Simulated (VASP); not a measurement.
# Zr5N (F-43m) in VASP: further runs

The runs below take Zr5N through single point, with PBE.

Everything below comes from runs of VASP 6.6.1. Logs are shortened: lines on timing, memory, paths and dates and some standing lists are left out, and cuts for length are marked.

### Step 1. The cell of the first run

Symmetry: F-43m, No. 216, cubic system. The conventional cell has a = 7.253 Å, b = 7.253 Å, c = 7.253 Å, α = 90.00°, β = 90.00°, γ = 90.00°. Within 3.4 Å of Zr (site symmetry 3m) lie 9 Zr at 2.56 to 3.01 Å and 3 N at 3.01 Å. Zr (site symmetry -43m) has 12 Zr at 3.01 Å and 4 N at 3.14 Å within 4.0 Å. N (site symmetry -43m) has 16 Zr at 3.01 to 3.14 Å within 4.0 Å.

The cell was generated, and may not be a known phase.

### Step 2. Single point, PBE

The input, INCAR:

```
PREC = Accurate
ENCUT = 520
EDIFF = 1E-7
ISMEAR = 0
SIGMA = 0.1
LREAL = F
LASPH = T
NELM = 100
ALGO = Normal
ISIF = 2
LWAVE = F
LCHARG = F
GGA = PE
NBANDS = 42
```

The input, KPOINTS:

```
regular mesh
0
Gamma
  4 4 4
```

The input, POSCAR:

```
Zr5N
1.0
    0.0000000000      3.6265983200      3.6265983200
    3.6265983200      0.0000000000      3.6265983200
    3.6265983200      3.6265983200      0.0000000000
Zr N
5 1
Direct
    0.6247520300      0.1257439000      0.6247520300
    0.2500000000      0.2500000000      0.2500000000
    0.1257439000      0.6247520300      0.6247520300
    0.6247520300      0.6247520300      0.6247520300
    0.6247520300      0.6247520300      0.1257439000
    0.0000000000      0.0000000000      0.0000000000
```

Potentials or basis: VASP PAW PBE potentials, release 64 (Zr_sv, N).

Command:

```
$ cat potpaw_PBE.64/Zr_sv/POTCAR potpaw_PBE.64/N/POTCAR > POTCAR
$ mpirun -np 1 vasp_std > vasp.out
```

OUTCAR:

```text
PREC = Accurate
   ENCUT = 520
   EDIFF = 1E-7
   ISMEAR = 0
   LREAL = F
   LASPH = T
   NELM = 100
   ISIF = 2
   GGA = PE

 ion  position               nearest neighbor table
   1  0.625  0.126  0.625-   3 2.56   4 2.56   5 2.56   3 2.57   5 2.57   4 2.57   2 3.01   2 3.01
                             2 3.01
   2  0.250  0.250  0.250-   1 3.01   3 3.01   5 3.01   4 3.01   4 3.01   4 3.01   3 3.01   5 3.01
                             1 3.01   5 3.01   3 3.01   1 3.01
   3  0.126  0.625  0.625-   1 2.56   4 2.56   5 2.56   1 2.57   5 2.57   4 2.57   2 3.01   2 3.01
                             2 3.01
   4  0.625  0.625  0.625-   1 2.56   3 2.56   5 2.56   3 2.57   1 2.57   5 2.57   2 3.01   2 3.01
                             2 3.01
   5  0.625  0.625  0.126-   1 2.56   3 2.56   4 2.56   1 2.57   3 2.57   4 2.57   2 3.01   2 3.01
                             2 3.01
   6  0.000  0.000  0.000-

  LATTYP: Found a face centered cubic cell.
 ALAT       =     7.2531966400

  Lattice vectors:

 A1 = (   0.0000000000,   3.6265983200,   3.6265983200)
 A2 = (   3.6265983200,   0.0000000000,   3.6265983200)
 A3 = (   3.6265983200,   3.6265983200,   0.0000000000)

Analysis of symmetry for initial positions (statically):
=====================================================================
 Subroutine PRICEL returns:
 Original cell was already a primitive cell.

 Routine SETGRP: Setting up the symmetry group for a
 face centered cubic supercell.

 Subroutine GETGRP returns: Found 24 space group operations
 (whereof 24 operations were pure point group operations)
 out of a pool of 48 trial point group operations.

The static configuration has the point symmetry T_d .

Analysis of symmetry for dynamics (positions and initial velocities):
=====================================================================
 Subroutine PRICEL returns:
 Original cell was already a primitive cell.

 Routine SETGRP: Setting up the symmetry group for a
 face centered cubic supercell.

 Subroutine GETGRP returns: Found 24 space group operations
 (whereof 24 operations were pure point group operations)
 out of a pool of 48 trial point group operations.

The dynamic configuration has the point symmetry T_d .

 Subroutine INISYM returns: Found 24 space group operations
 (whereof 24 operations are pure point group operations),
 and found     1 'primitive' translations

----------------------------------------------------------------------------------------

                                     Primitive cell

  volume of cell :      95.3956

  direct lattice vectors                    reciprocal lattice vectors
     0.000000000  3.626598320  3.626598320    -0.137870245  0.137870245  0.137870245
     3.626598320  0.000000000  3.626598320     0.137870245 -0.137870245  0.137870245
     3.626598320  3.626598320  0.000000000     0.137870245  0.137870245 -0.137870245

  length of vectors
     5.128784529  5.128784529  5.128784529     0.238798270  0.238798270  0.238798270

  position of ions in fractional coordinates (direct lattice)
     0.624752030  0.125743900  0.624752030
     0.250000000  0.250000000  0.250000000
     0.125743900  0.624752030  0.624752030
     0.624752030  0.624752030  0.624752030
     0.624752030  0.624752030  0.125743900
     0.000000000  0.000000000  0.000000000

  ion indices of the primitive-cell ions
   primitive index   ion index
                 1           1
                 2           2
                 3           3
                 4           4
                 5           5
                 6           6

----------------------------------------------------------------------------------------

 KPOINTS: regular mesh

Automatic generation of k-mesh.
 Grid dimensions read from file:
 generate k-points for:    4    4    4

 Generating k-lattice:

  Cartesian coordinates                     Fractional coordinates (reciprocal lattice)
    -0.034467561  0.034467561  0.034467561     0.250000000  0.000000000  0.000000000
     0.034467561 -0.034467561  0.034467561     0.000000000  0.250000000  0.000000000
     0.034467561  0.034467561 -0.034467561     0.000000000  0.000000000  0.250000000

  Length of vectors
     0.059699567  0.059699567  0.059699567

  Shift w.r.t. Gamma in fractional coordinates (k-lattice)
     0.000000000  0.000000000  0.000000000

 Subroutine IBZKPT returns following result:
 ===========================================

 Found      8 irreducible k-points:

 Following reciprocal coordinates:
            Coordinates               Weight
  0.000000  0.000000  0.000000      1.000000
  0.250000  0.000000  0.000000      8.000000
  0.500000  0.000000  0.000000      4.000000
  0.250000  0.250000  0.000000      6.000000
  0.500000  0.250000  0.000000     24.000000
 -0.250000  0.250000  0.000000     12.000000
  0.500000  0.500000  0.000000      3.000000
 -0.250000  0.500000  0.250000      6.000000
   k-points           NKPTS =      8   k-points in BZ     NKDIM =      8   number of bands    NBANDS=     42
   number of dos      NEDOS =    301   number of ions     NIONS =      6
   total plane-waves  NPLWV =  64000
   dimension x,y,z NGX =    40 NGY =   40 NGZ =   40
   dimension x,y,z NGXF=    80 NGYF=   80 NGZF=   80
   ions per type =               5   1
   NGX,Y,Z   is equivalent  to a cutoff of  12.97, 12.97, 12.97 a.u.
   NGXF,Y,Z  is equivalent  to a cutoff of  25.93, 25.93, 25.93 a.u.
 SYSTEM =  unknown system
   PREC   = accura    normal or accurate (medium, high low for compatibility)
   ISTART =      0    job   : 0-new  1-cont  2-samecut
   ICHARG =      2    charge: 1-file 2-atom 10-const
   ISPIN  =      1    spin polarized calculation?
   LNONCOLLINEAR =      F non collinear calculations
   LSORBIT =      F    spin-orbit coupling
   LASPH  =      T    aspherical Exc in radial PAW
   ENCUT  =  520.0 eV  38.22 Ry    6.18 a.u.   9.54  9.54  9.54*2*pi/ulx,y,z
   NELM   =    100;   NELMIN=  2; NELMDL= -5     # of ELM steps
   EDIFF  = 0.1E-06   stopping-criterion for ELM
   LREAL  =      F    real-space projection
   EDIFFG = 0.1E-05   stopping-criterion for IOM
   NSW    =      0    number of steps for IOM
   IBRION =     -1    ionic relax: 0-MD 1-quasi-New 2-CG
   NFREE  =      0    steps in history (QN), initial steepest desc. (CG)
   ISIF   =      2    stress and relaxation
   ISYM   =      2    0-nonsym 1-usesym 2-fastsym
   POTIM  = 0.5000    time-step for ionic-motion
   TEBEG  =    0.0;   TEEND  =   0.0 temperature during run
   PSTRESS=    0.0 pullay stress
   NELECT =      65.0000    total number of electrons
   NUPDOWN=      -1.0000    fix difference up-down
   EMIN   =  10.00;   EMAX   =-10.00  energy-range for DOS
   EFERMI =   0.00;   METHOD = LEGACY
   ISMEAR =     0;   SIGMA  =   0.10  broadening in eV -4-tet -1-fermi 0-gaus
   EFERMI_NEDOS =   21; number of points for ismear=-14 and -15
   IALGO  =     38    algorithm
   IMIX   =      4    mixing-type and parameters
     AMIX     =   0.40;   BMIX     =  1.00
     AMIX_MAG =   1.60;   BMIX_MAG =  1.00
  volume/ion in A,a.u.               =      15.90       107.29
  Fermi-wavevector in a.u.,A,eV,Ry     =   1.440577  2.722296 28.235657  2.075262
  Thomas-Fermi vector in A             =   2.559306
   LORBIT       =      0    0 simple, 1 ext, 2 COOP (PROOUT), +10 PAW based schemes
   GGA     = PE    functional components
   LHFCALC =     F    Hartree Fock is set to
   AEXX    =    0.0000 exact exchange contribution
   IVDW    =     0    specifies the selected vdW correction
   LEPSILON=     F    determine dielectric tensor
   LRPA    =     F    only Hartree local field effects (RPA)
 non-spin polarized calculation
 Gauss-broadening in eV      SIGMA  =   0.10
  energy-cutoff  :      520.00
  volume of cell :       95.40
 maximum number of plane-waves:      2637
 NGX is ok and might be reduce to    40
   NGX = 19   NGY = 19   NGZ = 19

 number of electron      65.0000000 magnetization

 Free energy of the ion-electron system (eV)
  ---------------------------------------------------
  ext. energy  EPLUGINS =         0.00000000
  ---------------------------------------------------
  free energy    TOTEN  =       -40.65072675 eV

  energy without entropy =      -40.62058046  energy(sigma->0) =      -40.63565360

 E-fermi :  11.4940     XC(G=0): -12.2766

 val. band max:       11.4602140398   @ k =  -0.2500   0.2500   0.0000
 cond. band min:      11.5140897598   @ k =  -0.2500   0.5000   0.2500
 fundamental gap:      0.0538757200
 Fermi energy:        11.4939904328

 k-point     1 :       0.0000    0.0000    0.0000
  band No.  band energies     occupation
      1     -37.1021      2.00000
      2     -36.5596      2.00000
      3     -36.0098      2.00000
      4     -36.0098      2.00000
      5     -36.0098      2.00000
      6     -17.9306      2.00000
[... 34 lines left out ...]
     41      16.6034      0.00000
     42      16.6036      0.00000

 k-point     2 :       0.2500    0.0000    0.0000
  band No.  band energies     occupation
      1     -36.9945      2.00000
      2     -36.5714      2.00000
      3     -36.1299      2.00000
      4     -36.0111      2.00000
      5     -36.0111      2.00000
      6     -17.5684      2.00000
[... 34 lines left out ...]
     41      15.7456      0.00000
     42      15.7456      0.00000

 k-point     3 :       0.5000    0.0000    0.0000
  band No.  band energies     occupation
      1     -36.8252      2.00000
      2     -36.6176      2.00000
      3     -36.2772      2.00000
      4     -36.0123      2.00000
      5     -36.0123      2.00000
      6     -17.1614      2.00000
[... 177 lines left out ...]
      4     -36.0150      2.00000
      5     -36.0150      2.00000
      6     -16.3172      2.00000
[... 34 lines left out ...]
     41      14.6525      0.00000
     42      15.1650      0.00000

 k-point     8 :      -0.2500    0.5000    0.2500
  band No.  band energies     occupation
      1     -36.6134      2.00000
      2     -36.5684      2.00000
      3     -36.5562      2.00000
      4     -36.0151      2.00000
      5     -36.0095      2.00000
      6     -16.2577      2.00000
[... 34 lines left out ...]
     41      14.3490      0.00000
     42      14.7149      0.00000

------------------------ aborting loop because EDIFF is reached ----------------------------------------

  FORCE on cell =-STRESS in cart. coord.  units (eV):
  Direction    XX          YY          ZZ          XY          YZ          ZX
  --------------------------------------------------------------------------------------
  -------------------------------------------------------------------------------------
  Total       23.8805951     23.8805951     23.8805951      0.0000000      0.0000000     -0.0000000
  in kB      401.0766357    401.0766357    401.0766357      0.0000000      0.0000000     -0.0000000
  external PRESSURE =     401.0766357 kB  Pullay stress =       0.0000000 kB

 VOLUME and BASIS-vectors are now :
 -----------------------------------------------------------------------------
  energy-cutoff  :      520.00
  volume of cell :       95.40
      direct lattice vectors                 reciprocal lattice vectors
     0.000000000  3.626598320  3.626598320    -0.137870245  0.137870245  0.137870245
     3.626598320  0.000000000  3.626598320     0.137870245 -0.137870245  0.137870245
     3.626598320  3.626598320  0.000000000     0.137870245  0.137870245 -0.137870245

 POSITION                                       TOTAL-FORCE (eV/Angst)
 -----------------------------------------------------------------------------------
      2.72175      4.53145      2.72175         0.207685     -0.207685      0.207685
      1.81330      1.81330      1.81330        -0.000000      0.000000     -0.000000
      4.53145      2.72175      2.72175        -0.207685      0.207685      0.207685
      4.53145      4.53145      4.53145        -0.207685     -0.207685     -0.207685
      2.72175      2.72175      4.53145         0.207685      0.207685     -0.207685
      0.00000      0.00000      0.00000        -0.000000      0.000000     -0.000000
 -----------------------------------------------------------------------------------
    total drift:                                0.000124      0.000124      0.000124

  FREE ENERGIE OF THE ION-ELECTRON SYSTEM (eV)
  ---------------------------------------------------
  free  energy   TOTEN  =       -40.6507267476 eV

  energy  without entropy=      -40.6205804621  energy(sigma->0) =      -40.63565360
```

Run time: 28 s. Hardware: 1 thread of AMD EPYC 9R45 (Zen 5), shared host; peak memory 0.2 GiB.

Results:

```yaml
Free_energy: -40.6507 eV
Pressure: 40.1 GPa
Largest_force: 0.360 eV/Å
Band_gap_on_the_k_mesh: zero (an odd number of electrons rules out a gap without spin polarisation)
```

Forces in eV/Å, atoms in the order of the input:
```
Zr   0.208 -0.208  0.208
Zr   0.000  0.000  0.000
Zr  -0.208  0.208  0.208
Zr  -0.208 -0.208 -0.208
Zr   0.208  0.208 -0.208
N    0.000  0.000  0.000
```

Caveat: the k points lie up to 0.38 Å⁻¹ apart, too coarse for converged energies and pressures of a metal.

### Step 3. Single point, PBE

This run uses another cell than the first one, of 21.80 Å³/atom.

The input, INCAR:

```
SYSTEM = Zr5N
PREC = Accurate
ENCUT = 520
EDIFF = 1E-6
ISMEAR = 0
SIGMA = 0.1
LREAL = .False.
LASPH = .True.
NELM = 100
ALGO = Normal
ISIF = 2
LWAVE = .False.
LCHARG = .True.
GGA = PE
LELF = .True.
LVHAR = .True.
NBANDS = 42
```

The input, KPOINTS:

```
regular mesh
0
Gamma
  4 4 4
  0 0 0
```

The input, POSCAR:

```
Zr5N
1.0
    0.0000000000      4.0290212147      4.0290212147
    4.0290212147      0.0000000000      4.0290212147
    4.0290212147      4.0290212147      0.0000000000
Zr N
5 1
Direct
    0.6225501434      0.1323495697      0.6225501434
    0.2500000000      0.2500000000      0.2500000000
    0.1323495697      0.6225501434      0.6225501434
    0.6225501434      0.6225501434      0.6225501434
    0.6225501434      0.6225501434      0.1323495697
    0.0000000000      0.0000000000      0.0000000000
```

Potentials or basis: VASP PAW PBE potentials, release 64 (Zr_sv, N).

Command:

```
$ cat potpaw_PBE.64/Zr_sv/POTCAR potpaw_PBE.64/N/POTCAR > POTCAR
$ mpirun -np 1 vasp_std > vasp.out
```

OUTCAR:

```text
SYSTEM = Zr5N
   PREC = Accurate
   ENCUT = 520
   EDIFF = 1E-6
   ISMEAR = 0
   LREAL = .False.
   LASPH = .True.
   NELM = 100
   ISIF = 2
   GGA = PE

 ion  position               nearest neighbor table
   1  0.623  0.132  0.623-   3 2.79   4 2.79   5 2.79   3 2.90   5 2.90   4 2.90   2 3.33   2 3.33
                             2 3.33
   2  0.250  0.250  0.250-   1 3.33   3 3.33   5 3.33   4 3.33   4 3.33   4 3.33   3 3.33   3 3.33
                             5 3.33   1 3.33   1 3.33   5 3.33
   3  0.132  0.623  0.623-   1 2.79   4 2.79   5 2.79   1 2.90   5 2.90   4 2.90   2 3.33   2 3.33
                             2 3.33
   4  0.623  0.623  0.623-   1 2.79   3 2.79   5 2.79   3 2.90   1 2.90   5 2.90   2 3.33   2 3.33
                             2 3.33
   5  0.623  0.623  0.132-   1 2.79   3 2.79   4 2.79   1 2.90   3 2.90   4 2.90   2 3.33   2 3.33
                             2 3.33
   6  0.000  0.000  0.000-

  LATTYP: Found a face centered cubic cell.
 ALAT       =     8.0580424294

  Lattice vectors:

 A1 = (   0.0000000000,   4.0290212147,   4.0290212147)
 A2 = (   4.0290212147,   0.0000000000,   4.0290212147)
 A3 = (   4.0290212147,   4.0290212147,   0.0000000000)

[... 168 lines left out ...]
 cond. band min:       7.6924724261   @ k =   0.5000   0.2500   0.0000
 fundamental gap:      0.1362423563
 Fermi energy:         7.6462885633

 k-point     1 :       0.0000    0.0000    0.0000
  band No.  band energies     occupation
      1     -41.2311      2.00000
      2     -40.8212      2.00000
      3     -40.4605      2.00000
      4     -40.4605      2.00000
      5     -40.4605      2.00000
      6     -20.2383      2.00000
[... 349 lines left out ...]
     41       9.7272      0.00000
     42      10.1175      0.00000

------------------------ aborting loop because EDIFF is reached ----------------------------------------

  FORCE on cell =-STRESS in cart. coord.  units (eV):
  Direction    XX          YY          ZZ          XY          YZ          ZX
  --------------------------------------------------------------------------------------
  -------------------------------------------------------------------------------------
  Total        0.0850957      0.0850957      0.0850957      0.0000000     -0.0000000      0.0000000
  in kB        1.0422928      1.0422928      1.0422928      0.0000000     -0.0000000      0.0000000
  external PRESSURE =       1.0422928 kB  Pullay stress =       0.0000000 kB

 VOLUME and BASIS-vectors are now :
 -----------------------------------------------------------------------------
  energy-cutoff  :      520.00
  volume of cell :      130.81
      direct lattice vectors                 reciprocal lattice vectors
     0.000000000  4.029021215  4.029021215    -0.124099620  0.124099620  0.124099620
     4.029021215  0.000000000  4.029021215     0.124099620 -0.124099620  0.124099620
     4.029021215  4.029021215  0.000000000     0.124099620  0.124099620 -0.124099620

 POSITION                                       TOTAL-FORCE (eV/Angst)
 -----------------------------------------------------------------------------------
      3.04151      5.01654      3.04151        -0.006534      0.006534     -0.006534
      2.01451      2.01451      2.01451        -0.000000     -0.000000     -0.000000
      5.01654      3.04151      3.04151         0.006534     -0.006534     -0.006534
      5.01654      5.01654      5.01654         0.006534      0.006534      0.006534
      3.04151      3.04151      5.01654        -0.006534     -0.006534      0.006534
      0.00000      0.00000      0.00000        -0.000000     -0.000000     -0.000000
 -----------------------------------------------------------------------------------
    total drift:                                0.000002      0.000002      0.000002

  FREE ENERGIE OF THE ION-ELECTRON SYSTEM (eV)
  ---------------------------------------------------
  free  energy   TOTEN  =       -44.1689639987 eV

  energy  without entropy=      -44.1310060736  energy(sigma->0) =      -44.14998504
```

stdout:

```text
POSCAR found type information on POSCAR ZrN
 POSCAR found :  2 types and       6 ions
 scaLAPACK will be used
 LDA part: xc-table for (Slater+PW92), standard interpolation
 POSCAR, INCAR and KPOINTS ok, starting setup
 FFT: planning ... GRIDC
 FFT: planning ... GRID_SOFT
 FFT: planning ... GRID
 WAVECAR not read
 entering main loop
```

Wall time 36 s (1 thread of AMD EPYC 9R45 (Zen 5), shared host); peak memory 0.22 GiB.

What came out:

* Free energy: -44.1690 eV
* Pressure: 0.1 GPa
* Largest force: 0.011 eV/Å
* Band gap on the k mesh: zero (an odd number of electrons rules out a gap without spin polarisation)

Forces in eV/Å, atoms in the order of the input:
```
Zr  -0.007  0.007 -0.007
Zr   0.000  0.000  0.000
Zr   0.007 -0.007 -0.007
Zr   0.007  0.007  0.007
Zr  -0.007 -0.007  0.007
N    0.000  0.000  0.000
```

The gap in the log of VASP goes by the Fermi energy; the results here count the filled bands.